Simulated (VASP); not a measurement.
Write the native input for VASP 6.6.1 that does the following.

- Task: single point
- Functional: LDA
- Potentials or basis: VASP PAW LDA potentials, release 64 (B, P)
- Cutoff: 520 eV
- k mesh: 15 × 15 × 15
- Occupations: fermi-dirac, width 0.05 eV
- Spin: no spin polarisation
- Dipole correction: no
- Further INCAR settings: ALGO = Normal; EDIFF = 1e-07; NBANDS = 11

The structure of BP lies in POSCAR:

```
BP
1.0
    0.0000000000      2.2383340787      2.2383340787
    2.2383340787      0.0000000000      2.2383340787
    2.2383340787      2.2383340787      0.0000000000
B P
1 1
Direct
    0.0000000000      0.0000000000      0.0000000000
    0.7500000000      0.7500000000      0.7500000000
```

This cell differs from its parent crystal: volume scaled by 0.96.

These files were run (other wordings do the same):

INCAR

```
SYSTEM = BP
PREC = Accurate
ENCUT = 520
EDIFF = 1E-7
ISMEAR = -1
SIGMA = 0.05
LREAL = .False.
LASPH = .True.
NELM = 100
ALGO = Normal
ISIF = 2
LWAVE = .False.
LCHARG = .False.
GGA = CA
NBANDS = 11
```

KPOINTS

```
regular mesh
0
Gamma
  15 15 15
  0 0 0
```

Potentials or basis: VASP PAW LDA potentials, release 64 (B, P).

The run is started by

```sh
$ cat potpaw_LDA.64/B/POTCAR potpaw_LDA.64/P/POTCAR > POTCAR
$ mpirun -np 1 vasp_std > vasp.out
```

Results of the run:

```yaml
Pressure: 1.5 GPa
Band_gap_on_the_k_mesh: 1.14 eV, indirect (least direct gap 3.44 eV)
```

Run time: 33 s on 1 thread of AMD EPYC 7R43 64-Core Processor (Zen 3), on a shared host, peak memory 0.11 GiB.
